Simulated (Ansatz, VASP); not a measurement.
**Ge: VASP beside Ansatz**

```xyz
1
Lattice="-1.6837 1.6837 1.6837 1.6837 -1.6837 1.6837 1.6837 1.6837 -1.6837" Properties=species:S:1:pos:R:3 pbc="T T T"
Ge    0.0000    0.0000    0.0000
```

Alike in both runs: functional PBE; k mesh 17 × 17 × 17; occupations fermi-dirac, width 0.05 eV; no spin polarisation.

Ansatz relaxed the structure, and its values are those at the end. VASP's run is a single point on that final structure, the one shown.

```csv
,VASP,Ansatz
version,VASP 6.6.1,Ansatz 0.2.0
potentials or method,"VASP PAW PBE potentials, release 64 (Ge_d), cutoff 520 eV","all-electron LAPW, non-relativistic"
```

VASP gave:

| Property | Result |
| --- | --- |
| pressure (GPa) | 0.2 |

What did Ansatz give for the same quantities?

Pressure (GPa): 0.0.

Ansatz ran all-electron here, and VASP with PAW potentials.
